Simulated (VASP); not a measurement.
**ZnO: single point with PBE**

Crystal: ZnO.

```
CELL_PARAMETERS angstrom
3.24940 0.00000 0.00000
-1.62470 2.81406 0.00000
0.00000 0.00000 5.20380
ATOMIC_POSITIONS crystal
Zn 0.33333 0.66667 0.00048
Zn 0.66667 0.33333 0.50048
O 0.33333 0.66667 0.38162
O 0.66667 0.33333 0.88162
```

```json
{"Program": "VASP 6.6.1", "Task": "single point", "Functional": "PBE", "Potentials or basis": "VASP PAW PBE potentials, release 64 (Zn, O)", "Cutoff": "520 eV", "k mesh": "8 × 8 × 5", "Occupations": "gaussian, width 0.01 eV", "Spin": "no spin polarisation", "Dipole correction": "no", "Further INCAR settings": "ALGO = Normal; EDIFF = 1e-06; NBANDS = 26"}
```

```
Pressure               : 6.0 GPa
Band gap on the k mesh : 0.79 eV
```

Stress tensor (GPa, compression positive):
```
5.80 0.00 0.00
0.00 5.80 0.00
0.00 0.00 6.54
```

Levels at points of the mesh, in eV from the valence-band top:
```csv
k point,band 16,band 17,band 18,band 19,band 20,band 21
"(0.00, 0.00, 0.00)",-0.09,0.00,0.00,0.79,5.20,8.26
"(0.50, 0.00, 0.00)",-2.28,-1.27,-0.85,5.77,6.86,7.63
```

Run time: 60 s on 1 thread of Intel Xeon 8259CL, with other jobs on the host, peak memory 0.17 GiB.

Caveat: the cell stands under pressure; semilocal functionals underestimate gaps, and a narrow one can read as zero.
